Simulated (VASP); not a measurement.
# Bi3S (Fm-3m) in VASP: a series of runs, part 2 of 2

VASP 6.6.1. The steps go on from the part before.

**3. Relaxation of cell and atoms, PBE**

This run uses another cell than the first one, of 27.41 Å³/atom.

File INCAR:

```
SYSTEM = Bi3S
PREC     = Accurate       ! precision mode
ENCUT    = 600            ! plane-wave cutoff, eV
EDIFF    = 1E-6           ! SCF threshold, eV
ISMEAR   = 0              ! smearing method
SIGMA    = 0.1            ! smearing width, eV
LREAL    = .FALSE.        ! projectors in reciprocal space
LASPH    = .TRUE.         ! aspherical terms in the spheres
NELM     = 80             ! most SCF steps
ALGO     = Normal         ! electronic algorithm
ISIF     = 3              ! what is computed and relaxed
LWAVE    = .FALSE.        ! write WAVECAR
LCHARG   = .FALSE.        ! write CHGCAR
GGA      = PE             ! functional
IBRION   = 2              ! ionic algorithm
NSW      = 100            ! ionic steps
EDIFFG   = -0.01          ! ionic threshold
```

File KPOINTS:

```
regular mesh
0
G
  10 10 10
  0 0 0
```

File POSCAR:

```
Bi3S
1.0
    0.0000000000      3.7989112459      3.7989112459
    3.7989112459      0.0000000000      3.7989112459
    3.7989112459      3.7989112459      0.0000000000
Bi S
3 1
Direct
    0.0000000000      0.0000000000      0.0000000000
    0.2500000000      0.2500000000      0.2500000000
    0.7500000000      0.7500000000      0.7500000000
    0.5000000000      0.5000000000      0.5000000000
```

Potentials or basis: VASP PAW PBE potentials, release 64 (Bi_d, S).

On the command line:

```sh
> cat potpaw_PBE.64/Bi_d/POTCAR potpaw_PBE.64/S/POTCAR > POTCAR
> mpirun -np 1 vasp_std > vasp.out
```

OUTCAR:

```text
SYSTEM = Bi3S
   PREC = Accurate
   ENCUT = 600
   EDIFF = 1E-6
   ISMEAR = 0
   LREAL = .FALSE.
   LASPH = .TRUE.
   NELM = 80
   ISIF = 3
   GGA = PE
   IBRION = 2
   NSW = 100
   EDIFFG = -0.01

 ion  position               nearest neighbor table
   1  0.000  0.000  0.000-   3 3.29   3 3.29   3 3.29   2 3.29   3 3.29   2 3.29   2 3.29   2 3.29

   2  0.250  0.250  0.250-   1 3.29   1 3.29   1 3.29   1 3.29   4 3.29   4 3.29   4 3.29   4 3.29
                             3 3.80   3 3.80   3 3.80   3 3.80   3 3.80   3 3.80
   3  0.750  0.750  0.750-   4 3.29   4 3.29   4 3.29   1 3.29   4 3.29   1 3.29   1 3.29   1 3.29
                             2 3.80   2 3.80   2 3.80   2 3.80   2 3.80   2 3.80
   4  0.500  0.500  0.500-   2 3.29   2 3.29   2 3.29   2 3.29   3 3.29   3 3.29   3 3.29   3 3.29

  LATTYP: Found a face centered cubic cell.
 ALAT       =     7.5978224918

  Lattice vectors:

 A1 = (   0.0000000000,   3.7989112459,   3.7989112459)
 A2 = (   3.7989112459,   0.0000000000,   3.7989112459)
 A3 = (   3.7989112459,   3.7989112459,   0.0000000000)

Analysis of symmetry for initial positions (statically):
=====================================================================
 Subroutine PRICEL returns:
 Original cell was already a primitive cell.

 Routine SETGRP: Setting up the symmetry group for a
 face centered cubic supercell.

 Subroutine GETGRP returns: Found 48 space group operations
 (whereof 48 operations were pure point group operations)
 out of a pool of 48 trial point group operations.

The static configuration has the point symmetry O_h .

Analysis of symmetry for dynamics (positions and initial velocities):
=====================================================================
 Subroutine PRICEL returns:
 Original cell was already a primitive cell.

 Routine SETGRP: Setting up the symmetry group for a
 face centered cubic supercell.

[... 134 lines left out ...]
   LHFCALC =     F    Hartree Fock is set to
   AEXX    =    0.0000 exact exchange contribution
   IVDW    =     0    specifies the selected vdW correction
   LEPSILON=     F    determine dielectric tensor
   LRPA    =     F    only Hartree local field effects (RPA)
 conjugate gradient relaxation of ions
 non-spin polarized calculation
 Gauss-broadening in eV      SIGMA  =   0.10
  energy-cutoff  :      600.00
  volume of cell :      109.65
 maximum number of plane-waves:      3695
 NGX is ok and might be reduce to    48
   NGX = 21   NGY = 21   NGZ = 21

--------------------------------------- Ionic step        1  -------------------------------------------

 number of electron      50.9999993 magnetization

 Free energy of the ion-electron system (eV)
  ---------------------------------------------------
  ext. energy  EPLUGINS =         0.00000000
  ---------------------------------------------------
  free energy    TOTEN  =       -15.18439554 eV

  energy without entropy =      -15.16925074  energy(sigma->0) =      -15.17682314

------------------------ aborting loop because EDIFF is reached ----------------------------------------

  FORCE on cell =-STRESS in cart. coord.  units (eV):
  Direction    XX          YY          ZZ          XY          YZ          ZX
  --------------------------------------------------------------------------------------
  -------------------------------------------------------------------------------------
  Total        0.1084216      0.1084216      0.1084216     -0.0000000     -0.0000000      0.0000000
  in kB        1.5842330      1.5842330      1.5842330     -0.0000000     -0.0000000      0.0000000
  external PRESSURE =       1.5842330 kB  Pullay stress =       0.0000000 kB
[... 63 lines left out ...]
--------------------------------------- Ionic step        3  -------------------------------------------

 number of electron      50.9999994 magnetization

 Free energy of the ion-electron system (eV)
  ---------------------------------------------------
  ext. energy  EPLUGINS =         0.00000000
  ---------------------------------------------------
  free energy    TOTEN  =       -15.18453812 eV

  energy without entropy =      -15.16935120  energy(sigma->0) =      -15.17694466

 E-fermi :   7.6835     XC(G=0): -10.3636

 val. band max:        7.6813955202   @ k =   0.5000   0.4000   0.1000
 cond. band min:       7.6983271913   @ k =   0.5000   0.4000   0.0000
 fundamental gap:      0.0169316711
 Fermi energy:         7.6834921038

 k-point     1 :       0.0000    0.0000    0.0000
  band No.  band energies     occupation
      1     -15.6555      2.00000
      2     -15.6555      2.00000
      3     -15.6162      2.00000
      4     -15.6162      2.00000
      5     -15.6162      2.00000
      6     -15.5988      2.00000
[... 781 lines left out ...]
     29       9.7850      0.00000
     30      10.5658      0.00000

 [... further k-points ...]

------------------------ aborting loop because EDIFF is reached ----------------------------------------

  FORCE on cell =-STRESS in cart. coord.  units (eV):
  Direction    XX          YY          ZZ          XY          YZ          ZX
  --------------------------------------------------------------------------------------
  -------------------------------------------------------------------------------------
  Total       -0.0017341     -0.0017341     -0.0017341     -0.0000000     -0.0000000      0.0000000
  in kB       -0.0252718     -0.0252718     -0.0252718     -0.0000000     -0.0000000      0.0000000
  external PRESSURE =      -0.0252718 kB  Pullay stress =       0.0000000 kB
[... 19 lines left out ...]
  FREE ENERGIE OF THE ION-ELECTRON SYSTEM (eV)
  ---------------------------------------------------
  free  energy   TOTEN  =       -15.1845381213 eV

  energy  without entropy=      -15.1693512006  energy(sigma->0) =      -15.17694466

 reached required accuracy - stopping structural energy minimisation
```

OSZICAR:

```text
N       E                     dE             d eps       ncg     rms          rms(c)
DAV:   1     0.600386299570E+03    0.60039E+03   -0.28390E+04  2820   0.222E+03
DAV:   2     0.526111249597E+02   -0.54778E+03   -0.54016E+03  2838   0.575E+02
[... 24 lines left out ...]
DAV:   1    -0.151854309112E+02   -0.92730E-03   -0.26203E-02  3494   0.205E+00    0.163E-01
DAV:   2    -0.151846649869E+02    0.76592E-03   -0.14802E-03  3436   0.496E-01    0.635E-02
DAV:   3    -0.151845282814E+02    0.13671E-03   -0.61808E-04  3536   0.300E-01    0.163E-02
DAV:   4    -0.151845326299E+02   -0.43485E-05   -0.11247E-05  3282   0.262E-02    0.544E-03
DAV:   5    -0.151845356272E+02   -0.29973E-05   -0.12671E-06  1852   0.733E-03    0.315E-03
DAV:   6    -0.151845388804E+02   -0.32532E-05   -0.15802E-06  2002   0.764E-03    0.852E-04
DAV:   7    -0.151845381213E+02    0.75912E-06   -0.23612E-07  1578   0.418E-03
   3 F= -.15184538E+02 E0= -.15176945E+02  d E =-.142584E-03
```

Wall time 4.3 min (1 thread of Intel Xeon 6975P-C (Granite Rapids), shared host); peak memory 0.41 GiB.

Results:

| Property | Result |
| --- | --- |
| Free energy | -15.1845 eV |
| Relaxed volume | 27.49 Å³/atom |
| Relaxed cell | a = 5.377 Å, b = 5.377 Å, c = 5.377 Å, α = 60.00°, β = 60.00°, γ = 60.00° |
| Space group after relaxing (to 0.1 Å) | Fm-3m (No. 225) |
| Energy gained by relaxing | 0.0 meV/atom |
| Ionic steps | 3 |
| Pressure after relaxing | 0.0 GPa |
| Band gap on the k mesh | zero (an odd number of electrons rules out a gap without spin polarisation) |

Step by step:
```
step  energy change (eV)  largest force (eV/Å)  pressure (GPa)  volume (Å³)
   1              0.0000                0.0000            0.16       109.65
   2             -0.0001                0.0000           -0.08       110.08
   3             -0.0001                0.0000            0.00       109.94
```

Final structure:
```
CELL_PARAMETERS angstrom
0.00000 3.80227 3.80227
3.80227 0.00000 3.80227
3.80227 3.80227 0.00000
ATOMIC_POSITIONS crystal
Bi 0.00000 0.00000 0.00000
Bi 0.25000 0.25000 0.25000
Bi 0.75000 0.75000 0.75000
S 0.50000 0.50000 0.50000
```

Caveat: spin-orbit coupling is left out, which moves the levels of the heavy elements.
